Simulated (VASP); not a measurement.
Crystal: MgC2.

```
Mg C
1.0
     3.10000    0.00000    0.00000
    -1.55000    2.68468    0.00000
     0.00000    0.00000    4.96000
Mg C
1 2
Cartesian
  0.0000 0.0000 0.0000
  0.0000 1.7898 1.2400
  1.5500 0.8949 3.7200
```

- Program: VASP 6.6.1
- Task: relaxation of cell and atoms
- Functional: PBE
- Potentials or basis: VASP PAW PBE potentials, release 64 (Mg, C)
- Cutoff: 600 eV
- k mesh: 8 × 8 × 5
- Occupations: methfessel-paxton, width 0.02 eV
- Spin: no spin polarisation

At the start: pressure 2.2 GPa; volume 13.76 Å³/atom.

How do energy, volume and symmetry change on relaxing?

Over 35 steps the energy falls by 2636.8 meV/atom and the volume is 8.47 Å³/atom (-38.4 %); space group P-3m1 (No. 164, to 0.1 Å) before and after.

Step by step:
| step | energy change (eV) | largest force (eV/Å) | pressure (GPa) | volume (Å³) |
| --- | --- | --- | --- | --- |
| 1 | 0.0000 | 1.1267 | 2.24 | 41.28 |
| 2 | -0.1744 | 1.0185 | -3.19 | 42.42 |
| 3 | -0.5919 | 1.5790 | -14.79 | 45.73 |
| 4 | -1.5189 | 1.5587 | -26.76 | 51.72 |
| 5 | -1.2188 | 2.5360 | -23.59 | 49.21 |
| 6 | -1.4515 | 2.2452 | -25.94 | 50.67 |
| 7 | -1.4800 | 2.2255 | -26.11 | 50.71 |
| 8 | -1.5543 | 2.0056 | -26.51 | 50.84 |
| 9 | -1.6433 | 1.4746 | -27.03 | 51.08 |
| 10 | -1.6569 | 1.1841 | -27.15 | 51.19 |
| 11 | -1.7432 | 1.1797 | -27.33 | 50.73 |
| 12 | -2.0021 | 1.1640 | -27.83 | 49.35 |
| 13 | -2.5189 | 1.1126 | -28.81 | 46.66 |
| 14 | -3.5343 | 0.9368 | -30.18 | 41.59 |
| 15 | -5.3461 | 0.4222 | -28.11 | 32.58 |
| 16 | -5.3636 | 1.2206 | 80.60 | 18.64 |
| 17 | -6.2681 | 0.3324 | -14.63 | 26.62 |
| 18 | -6.4235 | 0.0697 | 8.57 | 23.06 |
| 19 | -6.4371 | 0.0623 | 0.69 | 23.97 |
| 20 | -6.9615 | 0.0678 | 11.72 | 22.76 |
| 21 | -7.0574 | 0.9838 | 61.27 | 20.11 |
| 22 | -7.2346 | 0.6923 | 33.33 | 21.31 |
| 23 | -7.6896 | 0.1931 | 15.18 | 22.88 |
| 24 | -7.8295 | 1.2508 | 2.54 | 24.38 |
| 25 | -7.8299 | 1.3197 | 1.90 | 24.48 |
| 26 | -7.8864 | 0.3595 | -0.91 | 24.95 |
| 27 | -7.8933 | 0.0446 | -2.05 | 25.18 |
| 28 | -7.9042 | 0.0240 | 0.17 | 25.07 |
| 29 | -7.9069 | 0.0032 | 2.03 | 24.99 |
| 30 | -7.9093 | 0.0694 | 0.86 | 25.20 |
| 31 | -7.9098 | 0.1313 | -0.13 | 25.38 |
| 32 | -7.9098 | 0.1220 | 0.01 | 25.35 |
| 33 | -7.9104 | 0.0109 | -0.36 | 25.44 |
| 34 | -7.9104 | 0.0099 | -0.36 | 25.44 |
| 35 | -7.9105 | 0.0091 | 0.12 | 25.41 |

Final structure:
```
Mg C
1.0
     2.64083    0.00000    0.00000
    -1.32041    2.28702    0.00000
     0.00000    0.00000    4.20686
Mg C
1 2
Direct
  0.00000 0.00000 0.00000
  0.33333 0.66667 0.44435
  0.66667 0.33333 0.55565
```

Caveat: the volume moved by over 15 % at a fixed basis, so the end points are rough.
